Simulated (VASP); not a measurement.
Input of a VASP 6.6.1 run:

File INCAR:

```
PREC     = Accurate       # precision mode
ENCUT    = 520            # plane-wave cutoff, eV
EDIFF    = 1E-6           # SCF threshold, eV
ISMEAR   = 0              # smearing method
SIGMA    = 0.01           # smearing width, eV
LREAL    = F              # projectors in reciprocal space
LASPH    = T              # aspherical terms in the spheres
NELM     = 60             # most SCF steps
ALGO     = Normal         # electronic algorithm
ISIF     = 2              # what is computed and relaxed
LWAVE    = F              # write WAVECAR
LCHARG   = F              # write CHGCAR
GGA      = PE             # functional
NBANDS   = 16             # bands
```

Contents of KPOINTS:

```
Automatic mesh
0
Gamma
  6 6 6
```

Contents of POSCAR:

```
CdS
1.0
    0.0000000000      2.8670582452      2.8670582452
    2.8670582452      0.0000000000      2.8670582452
    2.8670582452      2.8670582452      0.0000000000
Cd S
1 1
Direct
    0.0000000000      0.0000000000      0.0000000000
    0.2500000000      0.2500000000      0.2500000000
```

Potentials or basis: VASP PAW PBE potentials, release 64 (Cd, S).

Run with:

```console
$ cat potpaw_PBE.64/Cd/POTCAR potpaw_PBE.64/S/POTCAR > POTCAR
$ mpirun -np 1 vasp_std > vasp.out
```

Task: Estimate the band gap on the k mesh.

Result: 1.26 eV, direct.

Task: What does it give for the pressure?

Result: 7.1 GPa.

Expect the measured gap to be larger: semilocal functionals such as PBE lack the derivative discontinuity.
